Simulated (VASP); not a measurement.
# CoSi2: single point with PBEsol

CoSi2:

```
Co Si
1.0
     0.00000    2.69133    2.69133
     2.69133    0.00000    2.69133
     2.69133    2.69133    0.00000
Co Si
1 2
Direct
  0.00000 0.00000 0.00000
  0.25000 0.25000 0.25000
  0.75000 0.75000 0.75000
```

```
Program             : VASP 6.6.1
Task                : single point
Functional          : PBEsol
Potentials or basis : VASP PAW PBE potentials, release 64 (Co, Si)
Cutoff              : 520 eV
k mesh              : 14 × 14 × 14
Occupations         : gaussian, width 0.15 eV
Spin                : collinear spin, ferromagnetic start
Starting moments    : [0.275, 0.0, 0.0] μB
Fixed moment        : 0.275 μB
```

```yaml
Pressure: -6.8 GPa
Net_moment: 0.28 μB per cell
Site_moments: Co +0.18; Si +0.02 μB
Valence_electrons_inside_the_program's_atomic_spheres: Co 8.82; Si 1.58
```

Run time: 2.7 min on 1 thread of AMD EPYC 7R43 64-Core Processor (Zen 3), with other jobs on the host, peak memory 0.22 GiB.

Caveat: the PAW data sets were made with another functional, which shifts forces and pressure a little; the total moment is fixed, so each spin has its own Fermi level.
